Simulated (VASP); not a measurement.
Input of a VASP 6.6.1 run:

File INCAR:

```
ALGO = Normal
EDIFF = 1E-7
EDIFFG = -0.04
ENCUT = 500
GGA = PE
GGA_COMPAT = F
IBRION = 2
ISIF = 3
ISMEAR = 0
LASPH = T
LCHARG = F
LREAL = F
LWAVE = F
NELM = 120
NELMIN = 4
NSW = 90
PREC = Accurate
SIGMA = 0.1
```

KPOINTS

```
k-points
0
Gamma
  3 3 4
```

File POSCAR:

```
AlInAsP3
1.0
    5.8482433200      0.0000000000      0.0000000000
   -2.9241216600      5.0647272800      0.0000000000
    0.0000000000      0.0000000000      4.2998960100
Al In P As
1 1 3 1
Direct
    0.3333333300      0.6666666700      0.0000000000
    0.0000000000      0.0000000000      0.0000000000
    0.6650506700      0.8325253300      0.5000000000
    0.1674746700      0.8325253300      0.5000000000
    0.1674746700      0.3349493300      0.5000000000
    0.6666666700      0.3333333300      0.0000000000
```

Potentials or basis: VASP PAW PBE potentials, release 64 (Al, In_d, P, As).

The run is started by

```sh
$ cat potpaw_PBE.64/Al/POTCAR potpaw_PBE.64/In_d/POTCAR potpaw_PBE.64/P/POTCAR potpaw_PBE.64/As/POTCAR > POTCAR
$ mpirun -np 1 vasp_std > vasp.out
```

(1) Estimate the band gap on the k mesh.

(2) Predict the space group after relaxing (to 0.1 Å).

Results:

(1) zero (bands 18 and 19 overlap by 2.44 eV).

(2) P-6m2 (No. 187).

Caveat: the k points lie up to 0.48 Å⁻¹ apart in the final cell, too coarse for converged energies and pressures of a metal; a cell axis changed by over 15 % at a fixed basis, so the end point is rough; spin-orbit coupling is left out, which moves the levels of the heavy elements.
